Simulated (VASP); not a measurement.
LiF, 4 atoms in the cell. Symmetry: P6_3mc, No. 186, hexagonal system. Conventional cell: a = 3.111 Å, b = 3.111 Å, c = 4.886 Å, α = 90.00°, β = 90.00°, γ = 120.00°. Li (site symmetry 3m) has 4 F at 1.88 to 1.89 Å within 2.5 Å. Within 2.5 Å of F (site symmetry 3m) lie 4 Li at 1.88 to 1.89 Å. 

| Quantity | Value |
| --- | --- |
| Program | VASP 6.6.1 |
| Task | single point |
| Functional | PBEsol |
| Dispersion | D3(BJ) |
| Potentials or basis | VASP PAW PBE potentials, release 64 (Li_sv, F) |
| Cutoff | 520 eV |
| k mesh | 6 × 6 × 4 |
| Occupations | gaussian, width 0.01 eV |
| Spin | no spin polarisation |
| Dipole correction | no |
| Further INCAR settings | ALGO = Normal; EDIFF = 1e-06; NBANDS = 18 |

Potentials or basis: VASP PAW PBE potentials, release 64 (Li_sv, F).

Command:

```console
$ cat potpaw_PBE.64/Li_sv/POTCAR potpaw_PBE.64/F/POTCAR > POTCAR
$ mpirun -np 1 vasp_std > vasp.out
```

Hardware: 1 thread of Intel Xeon 8259CL (shared host).

Question: How long does it take, and how much memory?

Answer: Run time: 14 s on 1 thread of Intel Xeon 8259CL, on a shared host, peak memory 0.16 GiB. Counts: scf iterations 13, k points 21.
